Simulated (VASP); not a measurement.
# TePb in VASP: notebook

Runs on TePb. Level: PBE. Tasks: single point.

Program: VASP 6.6.1. These are calculated values, not measurements. Logs are shortened: lines on timing, memory, paths and dates and some standing lists are left out, and cuts for length are marked.

**1. The cell of the first run**

The cell holds a slab with vacuum, 4 atoms: a = 4.644 Å, b = 4.644 Å, c = 19.284 Å, α = 90.00°, β = 90.00°, γ = 90.00°.

**2. Single point, PBE**

Contents of INCAR:

```
SYSTEM = TePb
PREC = Accurate
ENCUT = 520
EDIFF = 1E-6
ISMEAR = -1
SIGMA = 0.02
LREAL = .False.
LASPH = .True.
NELM = 80
ALGO = Normal
ISIF = 2
LWAVE = .False.
LCHARG = .True.
LDIPOL = .True.
IDIPOL = 3
DIPOL = 0.5 0.5 0.500
GGA = PE
LELF = .True.
LVHAR = .True.
LVACPOTAV = .True.
NBANDS = 28
```

Contents of KPOINTS:

```
regular mesh
0
Gamma
  6 6 1
  0 0 0
```

Contents of POSCAR:

```
TePb
1.0
    4.6436706515      0.0000000000      0.0000000000
    0.0000000000      4.6436706515      0.0000000000
    0.0000000000      0.0000000000     19.2836000000
Pb Te
2 2
Direct
    0.0000000000      0.0000000000      0.4148610475
    0.5000000000      0.5000000000      0.5851389525
    0.5000000000      0.5000000000      0.4148610475
    0.0000000000      0.0000000000      0.5851389525
```

Potentials or basis: VASP PAW PBE potentials, release 64 (Pb_d, Te).

The run is started by

```bash
$ cat potpaw_PBE.64/Pb_d/POTCAR potpaw_PBE.64/Te/POTCAR > POTCAR
$ mpirun -np 1 vasp_std > vasp.out
```

OUTCAR:

```text
SYSTEM = TePb
   PREC = Accurate
   ENCUT = 520
   EDIFF = 1E-6
   ISMEAR = -1
   LREAL = .False.
   LASPH = .True.
   NELM = 80
   ISIF = 2
   GGA = PE

 ion  position               nearest neighbor table
   1  0.000  0.000  0.415-   3 3.28   3 3.28   3 3.28   3 3.28   4 3.28
   2  0.500  0.500  0.585-   4 3.28   4 3.28   4 3.28   4 3.28   3 3.28
   3  0.500  0.500  0.415-   1 3.28   1 3.28   1 3.28   1 3.28   2 3.28
   4  0.000  0.000  0.585-   2 3.28   2 3.28   2 3.28   2 3.28   1 3.28

  LATTYP: Found a simple tetragonal cell.
 ALAT       =     4.6436706515
 C/A-ratio  =     4.1526631510

  Lattice vectors:

 A1 = (   4.6436706515,   0.0000000000,   0.0000000000)
 A2 = (   0.0000000000,   4.6436706515,   0.0000000000)
 A3 = (   0.0000000000,   0.0000000000,  19.2836000000)

Analysis of symmetry for initial positions (statically):
=====================================================================
 Subroutine PRICEL returns:
 Original cell was already a primitive cell.

 Routine SETGRP: Setting up the symmetry group for a
 simple tetragonal supercell.

 Subroutine GETGRP returns: Found 16 space group operations
 (whereof  8 operations were pure point group operations)
 out of a pool of 16 trial point group operations.

The static configuration has the point symmetry C_4v.
 The point group associated with its full space group is D_4h.

Analysis of symmetry for dynamics (positions and initial velocities):
=====================================================================
 Subroutine PRICEL returns:
 Original cell was already a primitive cell.

 Routine SETGRP: Setting up the symmetry group for a
 simple tetragonal supercell.

 Subroutine GETGRP returns: Found 16 space group operations
 (whereof  8 operations were pure point group operations)
 out of a pool of 16 trial point group operations.

The dynamic configuration has the point symmetry C_4v.
 The point group associated with its full space group is D_4h.

 Subroutine INISYM returns: Found 16 space group operations
 (whereof  8 operations are pure point group operations),
 and found     1 'primitive' translations

----------------------------------------------------------------------------------------

                                     Primitive cell

  volume of cell :     415.8253

  direct lattice vectors                    reciprocal lattice vectors
     4.643670651  0.000000000  0.000000000     0.215346883  0.000000000  0.000000000
     0.000000000  4.643670651  0.000000000     0.000000000  0.215346883  0.000000000
     0.000000000  0.000000000 19.283600000     0.000000000  0.000000000  0.051857537
[... 79 lines left out ...]
   ISIF   =      2    stress and relaxation
   ISYM   =      2    0-nonsym 1-usesym 2-fastsym
   POTIM  = 0.5000    time-step for ionic-motion
   TEBEG  =    0.0;   TEEND  =   0.0 temperature during run
   PSTRESS=    0.0 pullay stress
   NELECT =      40.0000    total number of electrons
   NUPDOWN=      -1.0000    fix difference up-down
   EMIN   =  10.00;   EMAX   =-10.00  energy-range for DOS
   EFERMI =   0.00;   METHOD = LEGACY
   ISMEAR =    -1;   SIGMA  =   0.02  broadening in eV -4-tet -1-fermi 0-gaus
   EFERMI_NEDOS =   21; number of points for ismear=-14 and -15
   IALGO  =     38    algorithm
   IMIX   =      4    mixing-type and parameters
     AMIX     =   0.40;   BMIX     =  1.00
     AMIX_MAG =   1.60;   BMIX_MAG =  1.00
  volume/ion in A,a.u.               =     103.96       701.53
  Fermi-wavevector in a.u.,A,eV,Ry     =   0.750109  1.417501  7.655507  0.562664
  Thomas-Fermi vector in A             =   1.846784
   LORBIT       =      0    0 simple, 1 ext, 2 COOP (PROOUT), +10 PAW based schemes
   GGA     = PE    functional components
   LHFCALC =     F    Hartree Fock is set to
   AEXX    =    0.0000 exact exchange contribution
   IVDW    =     0    specifies the selected vdW correction
   LEPSILON=     F    determine dielectric tensor
   LRPA    =     F    only Hartree local field effects (RPA)
 non-spin polarized calculation
  energy-cutoff  :      520.00
  volume of cell :      415.83
 maximum number of plane-waves:     11239
 NGX is ok and might be reduce to    36
   NGX = 17   NGY = 17   NGZ = 71

 dipolmoment           0.000000      0.000000     -0.000000 electrons x Angstroem

 number of electron      39.9999991 magnetization

 dipolmoment           0.000000      0.000000      0.000000 electrons x Angstroem

 Free energy of the ion-electron system (eV)
  ---------------------------------------------------
  ext. energy  EPLUGINS =         0.00000000
  ---------------------------------------------------
  free energy    TOTEN  =       -14.51721837 eV

  energy without entropy =      -14.51721837  energy(sigma->0) =      -14.51721837

 E-fermi :  -0.8339     XC(G=0):  -3.7094

 val. band max:       -1.3237878248   @ k =   0.5000   0.0000   0.0000
 cond. band min:       0.1158039509   @ k =   0.1667   0.1667   0.0000
 fundamental gap:      1.4395917757
 Fermi energy:        -0.8338767592

 k-point     1 :       0.0000    0.0000    0.0000
  band No.  band energies     occupation
      1     -17.9572      2.00000
      2     -17.9348      2.00000
      3     -17.9090      2.00000
      4     -17.9090      2.00000
      5     -17.8987      2.00000
      6     -17.8987      2.00000
[... 299 lines left out ...]
     27       5.0057      0.00000
     28       5.0057      0.00000

------------------------ aborting loop because EDIFF is reached ----------------------------------------

  FORCE on cell =-STRESS in cart. coord.  units (eV):
  Direction    XX          YY          ZZ          XY          YZ          ZX
  --------------------------------------------------------------------------------------
  -------------------------------------------------------------------------------------
  Total       -0.4855413     -0.4855413     -3.5828278      0.0000000      0.0000000      0.0000000
  in kB       -1.8707933     -1.8707933    -13.8046558      0.0000000      0.0000000      0.0000000
  external PRESSURE =      -5.8487475 kB  Pullay stress =       0.0000000 kB

 VOLUME and BASIS-vectors are now :
 -----------------------------------------------------------------------------
  energy-cutoff  :      520.00
  volume of cell :      415.83
      direct lattice vectors                 reciprocal lattice vectors
     4.643670651  0.000000000  0.000000000     0.215346883  0.000000000  0.000000000
     0.000000000  4.643670651  0.000000000     0.000000000  0.215346883  0.000000000
     0.000000000  0.000000000 19.283600000     0.000000000  0.000000000  0.051857537

 POSITION                                       TOTAL-FORCE (eV/Angst)
 -----------------------------------------------------------------------------------
      0.00000      0.00000      8.00001         0.000000     -0.000000      0.711296
      2.32184      2.32184     11.28359         0.000000      0.000000     -0.711296
      2.32184      2.32184      8.00001         0.000000      0.000000      0.369708
      0.00000      0.00000     11.28359         0.000000     -0.000000     -0.369708
 -----------------------------------------------------------------------------------
    total drift:                                0.000000      0.000000      0.000000

  FREE ENERGIE OF THE ION-ELECTRON SYSTEM (eV)
  ---------------------------------------------------
  free  energy   TOTEN  =       -14.5172183713 eV

  energy  without entropy=      -14.5172183712  energy(sigma->0) =      -14.51721837

 vacuum level on the upper side and lower side of the slab         3.177         3.177
```

OSZICAR:

```text
N       E                     dE             d eps       ncg     rms          rms(c)
DAV:   1     0.353622431207E+03    0.35362E+03   -0.15540E+04   600   0.111E+03
DAV:   2     0.207366240977E+02   -0.33289E+03   -0.32721E+03   692   0.302E+02
DAV:   3    -0.135401666601E+02   -0.34277E+02   -0.34111E+02   668   0.124E+02
[... 14 lines left out ...]
DAV:  18    -0.145171726908E+02   -0.31582E-04   -0.96337E-07   488   0.303E-03    0.345E-03
DAV:  19    -0.145172125386E+02   -0.39848E-04   -0.32997E-06   484   0.328E-03    0.772E-04
DAV:  20    -0.145172164541E+02   -0.39154E-05   -0.22025E-07   488   0.169E-03    0.677E-04
DAV:  21    -0.145172179220E+02   -0.14680E-05   -0.63636E-08   408   0.785E-04    0.229E-04
DAV:  22    -0.145172183713E+02   -0.44924E-06   -0.16881E-08   420   0.657E-04
   1 F= -.14517218E+02 E0= -.14517218E+02  d E =-.308130E-11
```

It took 3.9 min on 1 thread of Intel Xeon 8259CL, shared host; peak memory 0.48 GiB.

What came out:

| Property | Result |
| --- | --- |
| Free energy | -14.5172 eV |
| Largest force | 0.711 eV/Å |
| Band gap on the k mesh | 1.44 eV (least direct gap 1.49 eV) |

Forces in eV/Å, atoms in the order of the input:
```
Pb   0.000  0.000  0.711
Pb   0.000  0.000 -0.711
Te   0.000  0.000  0.370
Te   0.000  0.000 -0.370
```

Caveat: spin-orbit coupling is left out, which moves the levels of the heavy elements.

**3. Single point, PBE**

Contents of INCAR:

```
SYSTEM = TePb
  ALGO = Normal
  DIPOL = 0.5 0.5 0.500
  EDIFF = 1E-6
  ENCUT = 520
  GGA = PE
  IDIPOL = 3
  ISIF = 2
  ISMEAR = -1
  LASPH = .True.
  LCHARG = .False.
  LDIPOL = .True.
  LREAL = .False.
  LWAVE = .False.
  NBANDS = 28
  NELM = 100
  PREC = Accurate
  SIGMA = 0.02
```

Contents of KPOINTS:

```
k-points
0
Gamma
  6 6 1
  0 0 0
```

Contents of POSCAR:

```
TePb
1.0
    4.6436706515      0.0000000000      0.0000000000
    0.0000000000      4.6436706515      0.0000000000
    0.0000000000      0.0000000000     19.2836000000
Pb Te
2 2
Direct
    0.0000000000      0.0000000000      0.4299954264
    0.5000000000      0.5000000000      0.5699949060
    0.5000000000      0.5000000000      0.4126686196
    0.0000000000      0.0000000000      0.5873410481
```

Potentials or basis: VASP PAW PBE potentials, release 64 (Pb_d, Te).

The run is started by

```bash
$ cat potpaw_PBE.64/Pb_d/POTCAR potpaw_PBE.64/Te/POTCAR > POTCAR
$ mpirun -np 1 vasp_std > vasp.out
```

Wall time 4.4 min (1 thread of Intel Xeon 8259CL, shared host); peak memory 0.48 GiB.

It converged, with:

| Item | Value |
| --- | --- |
| Free energy | -14.7433 eV |
| Largest force | 0.006 eV/Å |
| Band gap on the k mesh | 1.56 eV (least direct gap 1.67 eV) |

Forces on the atoms (eV/Å):
```
Pb   0.000  0.000 -0.004
Pb   0.000  0.000  0.006
Te   0.000  0.000 -0.006
Te   0.000  0.000  0.004
```

Levels at points of the mesh, in eV from the valence-band top:
```
           k point  band 16  band 17  band 18  band 19  band 20  band 21  band 22  band 23  band 24  band 25
(0.00, 0.00, 0.00)    -2.11    -2.11    -1.13    -1.13    -0.56     2.16     3.98     4.08     4.39     4.39
(0.50, 0.00, 0.00)    -1.67    -0.59    -0.59    -0.11    -0.11     1.56     1.56     1.85     1.85     2.66
(0.50, 0.50, 0.00)    -3.69    -2.56    -2.56    -1.24    -1.24     3.21     3.21     4.04     4.04     5.68
```

Caveat: spin-orbit coupling is left out, which moves the levels of the heavy elements.
